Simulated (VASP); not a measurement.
# PbSe (R3m) in VASP: notebook

The runs below take PbSe through single point, with PBE.

All numbers are computed with VASP 6.6.1; they aren't measurements. Logs are shortened: lines on timing, memory, paths and dates and some standing lists are left out, and cuts for length are marked.

**1. The cell of the first run**

Symmetry: R3m, No. 160, trigonal system. The conventional cell has a = 4.331 Å, b = 4.331 Å, c = 10.608 Å, α = 90.00°, β = 90.00°, γ = 120.00°. Pb (site symmetry 3m) has 6 Se at 3.02 to 3.11 Å within 4.0 Å. Se (site symmetry 3m) has 6 Pb at 3.02 to 3.11 Å within 4.0 Å.

**2. Single point, PBE (all Pb atoms moved +0.075 Å, as atom 1 along Cartesian [1 1 1])**

The input, INCAR:

```
SYSTEM = PbSe
PREC = Accurate
ENCUT = 520
EDIFF = 1E-7
ISMEAR = 0
SIGMA = 0.03
LREAL = .False.
LASPH = .True.
NELM = 60
ALGO = Normal
ISIF = 2
LWAVE = .False.
LCHARG = .False.
GGA = PE
NBANDS = 17
```

The input, KPOINTS:

```
regular mesh
0
Gamma
  10 10 10
  0 0 0
```

The input, POSCAR:

```
PbSe
1.0
    0.0000000000      3.0621500000      3.0621500000
    3.0621500000      0.0000000000      3.0621500000
    3.0621500000      3.0621500000      0.0000000000
Pb Se
1 1
Direct
    0.0070704032      0.0070704032      0.0070704032
    0.5000000000      0.5000000000      0.5000000000
```

Potentials or basis: VASP PAW PBE potentials, release 64 (Pb_d, Se).

Launch:

```console
$ cat potpaw_PBE.64/Pb_d/POTCAR potpaw_PBE.64/Se/POTCAR > POTCAR
$ mpirun -np 1 vasp_std > vasp.out
```

OUTCAR:

```text
SYSTEM = PbSe
   PREC = Accurate
   ENCUT = 520
   EDIFF = 1E-7
   ISMEAR = 0
   LREAL = .False.
   LASPH = .True.
   NELM = 60
   ISIF = 2
   GGA = PE

 ion  position               nearest neighbor table
   1  0.007  0.007  0.007-   2 3.02   2 3.02   2 3.02   2 3.11   2 3.11   2 3.11
   2  0.500  0.500  0.500-   1 3.02   1 3.02   1 3.02   1 3.11   1 3.11   1 3.11

  LATTYP: Found a face centered cubic cell.
 ALAT       =     6.1243000000

  Lattice vectors:

 A1 = (   0.0000000000,   3.0621500000,   3.0621500000)
 A2 = (   3.0621500000,   0.0000000000,   3.0621500000)
 A3 = (   3.0621500000,   3.0621500000,   0.0000000000)

Analysis of symmetry for initial positions (statically):
=====================================================================
 Subroutine PRICEL returns:
 Original cell was already a primitive cell.

 Routine SETGRP: Setting up the symmetry group for a
 face centered cubic supercell.

 Subroutine GETGRP returns: Found  6 space group operations
 (whereof  6 operations were pure point group operations)
 out of a pool of 48 trial point group operations.

The static configuration has the point symmetry C_3v.

Analysis of symmetry for dynamics (positions and initial velocities):
=====================================================================
 Subroutine PRICEL returns:
 Original cell was already a primitive cell.

 Routine SETGRP: Setting up the symmetry group for a
 face centered cubic supercell.

 Subroutine GETGRP returns: Found  6 space group operations
 (whereof  6 operations were pure point group operations)
 out of a pool of 48 trial point group operations.

The dynamic configuration has the point symmetry C_3v.

 Subroutine INISYM returns: Found  6 space group operations
 (whereof  6 operations are pure point group operations),
 and found     1 'primitive' translations

----------------------------------------------------------------------------------------

                                     Primitive cell

  volume of cell :      57.4261

  direct lattice vectors                    reciprocal lattice vectors
     0.000000000  3.062150000  3.062150000    -0.163283967  0.163283967  0.163283967
     3.062150000  0.000000000  3.062150000     0.163283967 -0.163283967  0.163283967
     3.062150000  3.062150000  0.000000000     0.163283967  0.163283967 -0.163283967

  length of vectors
     4.330534060  4.330534060  4.330534060     0.282816127  0.282816127  0.282816127

  position of ions in fractional coordinates (direct lattice)
     0.007070403  0.007070403  0.007070403
     0.500000000  0.500000000  0.500000000

  ion indices of the primitive-cell ions
   primitive index   ion index
                 1           1
                 2           2

----------------------------------------------------------------------------------------

 KPOINTS: regular mesh

Automatic generation of k-mesh.
 Grid dimensions read from file:
 generate k-points for:   10   10   10

 Generating k-lattice:

  Cartesian coordinates                     Fractional coordinates (reciprocal lattice)
    -0.016328397  0.016328397  0.016328397     0.100000000  0.000000000  0.000000000
     0.016328397 -0.016328397  0.016328397     0.000000000  0.100000000  0.000000000
     0.016328397  0.016328397 -0.016328397     0.000000000  0.000000000  0.100000000

  Length of vectors
     0.028281613  0.028281613  0.028281613

  Shift w.r.t. Gamma in fractional coordinates (k-lattice)
     0.000000000  0.000000000  0.000000000

 Subroutine IBZKPT returns following result:
 ===========================================

 Found    116 irreducible k-points:

 Following reciprocal coordinates:
            Coordinates               Weight
  0.000000  0.000000  0.000000      1.000000
  0.100000  0.000000  0.000000      6.000000
  0.100000  0.100000  0.100000      2.000000
  0.200000  0.000000  0.000000      6.000000
  0.200000  0.200000  0.200000      2.000000
  0.300000  0.000000  0.000000      6.000000
[... 16 lines left out ...]
  0.100000  0.100000 -0.400000      6.000000
  0.500000  0.400000  0.500000      6.000000
 [... further k-points ...]
   k-points           NKPTS =    116   k-points in BZ     NKDIM =    116   number of bands    NBANDS=     17
   number of dos      NEDOS =    301   number of ions     NIONS =      2
   total plane-waves  NPLWV =  32768
   dimension x,y,z NGX =    32 NGY =   32 NGZ =   32
   dimension x,y,z NGXF=    64 NGYF=   64 NGZF=   64
   ions per type =               1   1
   NGX,Y,Z   is equivalent  to a cutoff of  12.28, 12.28, 12.28 a.u.
   NGXF,Y,Z  is equivalent  to a cutoff of  24.57, 24.57, 24.57 a.u.
 SYSTEM =  PbSe
   PREC   = accura    normal or accurate (medium, high low for compatibility)
   ISTART =      0    job   : 0-new  1-cont  2-samecut
   ICHARG =      2    charge: 1-file 2-atom 10-const
   ISPIN  =      1    spin polarized calculation?
   LNONCOLLINEAR =      F non collinear calculations
   LSORBIT =      F    spin-orbit coupling
   LASPH  =      T    aspherical Exc in radial PAW
   ENCUT  =  520.0 eV  38.22 Ry    6.18 a.u.   8.05  8.05  8.05*2*pi/ulx,y,z
   NELM   =     60;   NELMIN=  2; NELMDL= -5     # of ELM steps
   EDIFF  = 0.1E-06   stopping-criterion for ELM
   LREAL  =      F    real-space projection
   EDIFFG = 0.1E-05   stopping-criterion for IOM
   NSW    =      0    number of steps for IOM
   IBRION =     -1    ionic relax: 0-MD 1-quasi-New 2-CG
   NFREE  =      0    steps in history (QN), initial steepest desc. (CG)
   ISIF   =      2    stress and relaxation
   ISYM   =      2    0-nonsym 1-usesym 2-fastsym
   POTIM  = 0.5000    time-step for ionic-motion
   TEBEG  =    0.0;   TEEND  =   0.0 temperature during run
   PSTRESS=    0.0 pullay stress
   NELECT =      20.0000    total number of electrons
   NUPDOWN=      -1.0000    fix difference up-down
   EMIN   =  10.00;   EMAX   =-10.00  energy-range for DOS
   EFERMI =   0.00;   METHOD = LEGACY
   ISMEAR =     0;   SIGMA  =   0.03  broadening in eV -4-tet -1-fermi 0-gaus
   EFERMI_NEDOS =   21; number of points for ismear=-14 and -15
   IALGO  =     38    algorithm
   IMIX   =      4    mixing-type and parameters
     AMIX     =   0.40;   BMIX     =  1.00
     AMIX_MAG =   1.60;   BMIX_MAG =  1.00
  volume/ion in A,a.u.               =      28.71       193.77
  Fermi-wavevector in a.u.,A,eV,Ry     =   1.151812  2.176610 18.050462  1.326672
  Thomas-Fermi vector in A             =   2.288467
   LORBIT       =      0    0 simple, 1 ext, 2 COOP (PROOUT), +10 PAW based schemes
   GGA     = PE    functional components
   LHFCALC =     F    Hartree Fock is set to
   AEXX    =    0.0000 exact exchange contribution
   IVDW    =     0    specifies the selected vdW correction
   LEPSILON=     F    determine dielectric tensor
   LRPA    =     F    only Hartree local field effects (RPA)
 non-spin polarized calculation
 Gauss-broadening in eV      SIGMA  =   0.03
  energy-cutoff  :      520.00
  volume of cell :       57.43
 maximum number of plane-waves:      1572
   NGX = 17   NGY = 17   NGZ = 17

 number of electron      20.0000005 magnetization

 Free energy of the ion-electron system (eV)
  ---------------------------------------------------
  ext. energy  EPLUGINS =         0.00000000
  ---------------------------------------------------
  free energy    TOTEN  =        -8.17694542 eV

  energy without entropy =       -8.17694542  energy(sigma->0) =       -8.17694542

 E-fermi :   5.1775     XC(G=0):  -9.5219

 val. band max:        5.0378167784   @ k =   0.5000   0.0000   0.0000
 cond. band min:       5.3676489657   @ k =   0.5000   0.0000   0.0000
 fundamental gap:      0.3298321873
 Fermi energy:         5.1774735494

 k-point     1 :       0.0000    0.0000    0.0000
  band No.  band energies     occupation
      1     -11.7804      2.00000
      2     -11.7798      2.00000
      3     -11.7798      2.00000
      4     -11.7765      2.00000
      5     -11.7765      2.00000
      6      -8.5369      2.00000
[... 9 lines left out ...]
     16      11.6182      0.00000
     17      13.2331      0.00000

 k-point     2 :       0.1000    0.0000    0.0000
  band No.  band energies     occupation
      1     -11.7805      2.00000
      2     -11.7800      2.00000
      3     -11.7793      2.00000
      4     -11.7760      2.00000
      5     -11.7757      2.00000
      6      -8.4606      2.00000
[... 9 lines left out ...]
     16      11.8274      0.00000
     17      14.0188      0.00000

 k-point     3 :       0.1000    0.1000    0.1000
  band No.  band energies     occupation
      1     -11.7801      2.00000
      2     -11.7798      2.00000
      3     -11.7798      2.00000
      4     -11.7758      2.00000
      5     -11.7758      2.00000
      6      -8.4611      2.00000
[... 9 lines left out ...]
     16      11.8057      0.00000
     17      14.0124      0.00000

 k-point     4 :       0.2000    0.0000    0.0000
  band No.  band energies     occupation
      1     -11.7861      2.00000
      2     -11.7857      2.00000
      3     -11.7786      2.00000
      4     -11.7684      2.00000
      5     -11.7678      2.00000
      6      -8.2436      2.00000
[... 9 lines left out ...]
     16      12.3801      0.00000
     17      15.4633      0.00000
[... 343 lines left out ...]
      1     -11.8102      2.00000
      2     -11.7970      2.00000
      3     -11.7752      2.00000
      4     -11.7514      2.00000
      5     -11.7461      2.00000
      6      -7.4404      2.00000
[... 9 lines left out ...]
     16      15.2898      0.00000
     17      15.4453      0.00000

 k-point    23 :       0.1000    0.1000   -0.4000
  band No.  band energies     occupation
      1     -11.8104      2.00000
      2     -11.7968      2.00000
      3     -11.7752      2.00000
      4     -11.7518      2.00000
      5     -11.7457      2.00000
      6      -7.4404      2.00000
[... 9 lines left out ...]
     16      15.2807      0.00000
     17      15.4305      0.00000

 k-point    24 :       0.5000    0.4000    0.5000
  band No.  band energies     occupation
      1     -11.8095      2.00000
      2     -11.7967      2.00000
      3     -11.7759      2.00000
      4     -11.7514      2.00000
      5     -11.7460      2.00000
      6      -7.4482      2.00000
[... 9 lines left out ...]
     16      15.2945      0.00000
     17      15.4602      0.00000

 [... further k-points ...]
[... 5 lines left out ...]
  --------------------------------------------------------------------------------------
  -------------------------------------------------------------------------------------
  Total        0.8654155      0.8654155      0.8654155      0.0057405      0.0057405      0.0057405
  in kB       24.1449244     24.1449244     24.1449244      0.1601601      0.1601601      0.1601601
  external PRESSURE =      24.1449244 kB  Pullay stress =       0.0000000 kB

 VOLUME and BASIS-vectors are now :
 -----------------------------------------------------------------------------
  energy-cutoff  :      520.00
  volume of cell :       57.43
      direct lattice vectors                 reciprocal lattice vectors
     0.000000000  3.062150000  3.062150000    -0.163283967  0.163283967  0.163283967
     3.062150000  0.000000000  3.062150000     0.163283967 -0.163283967  0.163283967
     3.062150000  3.062150000  0.000000000     0.163283967  0.163283967 -0.163283967

 POSITION                                       TOTAL-FORCE (eV/Angst)
 -----------------------------------------------------------------------------------
      0.04330      0.04330      0.04330        -0.030779     -0.030779     -0.030779
      3.06215      3.06215      3.06215         0.030779      0.030779      0.030779
 -----------------------------------------------------------------------------------
    total drift:                                0.000093      0.000093      0.000093

  FREE ENERGIE OF THE ION-ELECTRON SYSTEM (eV)
  ---------------------------------------------------
  free  energy   TOTEN  =        -8.1769454184 eV

  energy  without entropy=       -8.1769454184  energy(sigma->0) =       -8.17694542
```

Run time: 1.8 min. Hardware: 1 thread of Intel Xeon 8259CL, shared host; peak memory 0.26 GiB.

Results:

| Property | Result |
| --- | --- |
| Free energy | -8.1769 eV |
| Pressure | 2.4 GPa |
| Largest force | 0.053 eV/Å |
| Band gap on the k mesh | 0.33 eV |

Forces in eV/Å, atoms in the order of the input:
```
Pb  -0.031 -0.031 -0.031
Se   0.031  0.031  0.031
```

Caveat: the cell differs from its parent crystal (all Pb atoms moved +0.075 Å, as atom 1 along Cartesian [1 1 1]); spin-orbit coupling is left out, which moves the levels of the heavy elements.

**3. Single point, PBE (all Pb atoms moved +0.113 Å, as atom 1 along Cartesian [1 1 1])**

The input, INCAR:

```
SYSTEM = PbSe
PREC = Accurate ; ENCUT = 520
EDIFF = 1E-6 ; ISMEAR = 0
SIGMA = 0.03 ; LREAL = .FALSE.
LASPH = .TRUE. ; NELM = 100
ALGO = Normal ; ISIF = 2
LWAVE = .FALSE. ; LCHARG = .TRUE.
GGA = PE ; LELF = .TRUE.
LVHAR = .TRUE. ; NBANDS = 17
```

The input, KPOINTS:

```
regular mesh
0
G
  10 10 10
  0 0 0
```

Edit POSCAR of step 2 so:

```diff
@@ -8,3 +8,3 @@
 Direct
-    0.0070704032      0.0070704032      0.0070704032
+    0.0106056048      0.0106056048      0.0106056048
     0.5000000000      0.5000000000      0.5000000000
```

Potentials or basis: VASP PAW PBE potentials, release 64 (Pb_d, Se).

Launch:

```console
$ cat potpaw_PBE.64/Pb_d/POTCAR potpaw_PBE.64/Se/POTCAR > POTCAR
$ mpirun -np 1 vasp_std > vasp.out
```

OUTCAR:

```text
SYSTEM = PbSe
   PREC = Accurate
   ENCUT = 520
   EDIFF = 1E-6
   ISMEAR = 0
   LREAL = .FALSE.
   LASPH = .TRUE.
   NELM = 100
   ISIF = 2
   GGA = PE

 ion  position               nearest neighbor table
   1  0.011  0.011  0.011-   2 3.00   2 3.00   2 3.00   2 3.13   2 3.13   2 3.13
   2  0.500  0.500  0.500-   1 3.00   1 3.00   1 3.00   1 3.13   1 3.13   1 3.13

  LATTYP: Found a face centered cubic cell.
 ALAT       =     6.1243000000

  Lattice vectors:

 A1 = (   0.0000000000,   3.0621500000,   3.0621500000)
 A2 = (   3.0621500000,   0.0000000000,   3.0621500000)
 A3 = (   3.0621500000,   3.0621500000,   0.0000000000)

Analysis of symmetry for initial positions (statically):
=====================================================================
 Subroutine PRICEL returns:
 Original cell was already a primitive cell.

 Routine SETGRP: Setting up the symmetry group for a
 face centered cubic supercell.

 Subroutine GETGRP returns: Found  6 space group operations
 (whereof  6 operations were pure point group operations)
 out of a pool of 48 trial point group operations.

The static configuration has the point symmetry C_3v.

Analysis of symmetry for dynamics (positions and initial velocities):
[... 162 lines left out ...]
 cond. band min:       5.3908225405   @ k =   0.5000   0.0000   0.0000
 fundamental gap:      0.3667409166
 Fermi energy:         5.2093553668

 k-point     1 :       0.0000    0.0000    0.0000
  band No.  band energies     occupation
      1     -11.7766      2.00000
      2     -11.7752      2.00000
      3     -11.7752      2.00000
      4     -11.7728      2.00000
      5     -11.7728      2.00000
      6      -8.5453      2.00000
[... 457 lines left out ...]
      4     -11.7470      2.00000
      5     -11.7416      2.00000
      6      -7.4636      2.00000
[... 9 lines left out ...]
     16      15.3018      0.00000
     17      15.4905      0.00000

 [... further k-points ...]

------------------------ aborting loop because EDIFF is reached ----------------------------------------

  FORCE on cell =-STRESS in cart. coord.  units (eV):
  Direction    XX          YY          ZZ          XY          YZ          ZX
  --------------------------------------------------------------------------------------
  -------------------------------------------------------------------------------------
  Total        0.8992930      0.8992930      0.8992930      0.0122645      0.0122645      0.0122645
  in kB       25.0901028     25.0901028     25.0901028      0.3421775      0.3421775      0.3421775
  external PRESSURE =      25.0901028 kB  Pullay stress =       0.0000000 kB

 VOLUME and BASIS-vectors are now :
 -----------------------------------------------------------------------------
  energy-cutoff  :      520.00
  volume of cell :       57.43
      direct lattice vectors                 reciprocal lattice vectors
     0.000000000  3.062150000  3.062150000    -0.163283967  0.163283967  0.163283967
     3.062150000  0.000000000  3.062150000     0.163283967 -0.163283967  0.163283967
     3.062150000  3.062150000  0.000000000     0.163283967  0.163283967 -0.163283967

 POSITION                                       TOTAL-FORCE (eV/Angst)
 -----------------------------------------------------------------------------------
      0.06495      0.06495      0.06495        -0.051392     -0.051392     -0.051392
      3.06215      3.06215      3.06215         0.051392      0.051392      0.051392
 -----------------------------------------------------------------------------------
    total drift:                               -0.000029     -0.000029     -0.000029

  FREE ENERGIE OF THE ION-ELECTRON SYSTEM (eV)
  ---------------------------------------------------
  free  energy   TOTEN  =        -8.1742971530 eV

  energy  without entropy=       -8.1742971530  energy(sigma->0) =       -8.17429715
```

stdout:

```text
POSCAR found type information on POSCAR PbSe
 POSCAR found :  2 types and       2 ions
 scaLAPACK will be used
 LDA part: xc-table for (Slater+PW92), standard interpolation
 POSCAR, INCAR and KPOINTS ok, starting setup
 FFT: planning ... GRIDC
 FFT: planning ... GRID_SOFT
 FFT: planning ... GRID
 WAVECAR not read
 entering main loop
```

Wall time 2 min (1 thread of Intel Xeon 8259CL, shared host); peak memory 0.26 GiB.

What came out:

```
Free energy            : -8.1743 eV
Pressure               : 2.5 GPa
Largest force          : 0.089 eV/Å
Band gap on the k mesh : 0.37 eV
```

Forces in eV/Å, atoms in the order of the input:
```
Pb  -0.051 -0.051 -0.051
Se   0.051  0.051  0.051
```

Caveat: the cell differs from its parent crystal (all Pb atoms moved +0.113 Å, as atom 1 along Cartesian [1 1 1]); spin-orbit coupling is left out, which moves the levels of the heavy elements. A k mesh can miss the band edges.

(Part 1 of 2 ends here.)
